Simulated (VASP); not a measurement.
A run of VASP 6.6.1 is set up as follows.

The input INCAR:

```
  ALGO = Normal
  EDIFF = 1E-6
  ENCUT = 520
  GGA = PS
  ISIF = 2
  ISMEAR = -1
  LASPH = True
  LCHARG = True
  LELF = True
  LREAL = False
  LVHAR = True
  LWAVE = False
  NBANDS = 19
  NELM = 80
  PREC = Accurate
  SIGMA = 0.05
```

The input KPOINTS:

```
k-points
0
Gamma
  14 14 8
```

File POSCAR:

```
Ti
1.0
    2.9499978604      0.0000000000      0.0000000000
   -1.4749989302      2.5547730882      0.0000000000
    0.0000000000      0.0000000000      4.6391400000
Ti
2
Direct
    0.3333333333      0.6666666667      0.2500000000
    0.6666666667      0.3333333333      0.7500000000
```

Potentials or basis: VASP PAW PBE potentials, release 64 (Ti_sv).

The run is started by

```console
$ cat potpaw_PBE.64/Ti_sv/POTCAR > POTCAR
$ mpirun -np 1 vasp_std > vasp.out
```

Q: What does it give for the pressure?

A: -5.1 GPa.

Q: Predict the band gap on the k mesh.

A: Zero (bands 12 and 13 overlap by 1.02 eV).

Stress tensor (GPa, compression positive):
```
-5.23  0.00  0.00
 0.00 -5.23  0.00
 0.00  0.00 -4.71
```

Caveat: the cell differs from its parent crystal (zz strain of -1 %); the cell stands under tension; the PAW data sets were made with another functional, which shifts forces and pressure a little.
